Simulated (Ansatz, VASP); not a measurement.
**Two plane-wave programs on GaN**

```
Ga N
1.0
     3.15374    0.00000    0.00000
    -1.57687    2.73122    0.00000
     0.00000    0.00000   23.80000
Ga N
1 1
Cartesian
  0.0000 1.8208 7.0000
  1.5769 0.9104 7.0000
```

Alike in both runs: functional LDA; k mesh 12 × 12 × 1; occupations gaussian, width 0.03 eV; no spin polarisation.

Ansatz relaxed the structure, and its values are those at the end. VASP's run is a single point on that final structure, the one shown.

```csv
,VASP,Ansatz
version,VASP 6.6.1,Ansatz 0.2.0
potentials or method,"VASP PAW LDA potentials, release 64 (Ga_d, N), cutoff 520 eV","scalar-relativistic, plane waves, PAW"
valence electrons in the cell,18,18
```

```tsv
	VASP	Ansatz	Ansatz less VASP
gap on the k mesh at the Fermi level (eV)	2.47	2.46	-0.006
least direct gap on the mesh (eV)	2.68	2.67	-0.004
```

Ansatz warns that its potentials were made for another functional, while VASP's fit it. LDA's correlation is that of Perdew and Zunger in VASP and of Perdew and Wang (1992) in Ansatz. Ansatz's warnings: slab cell height set, structure snapped to symmetry.
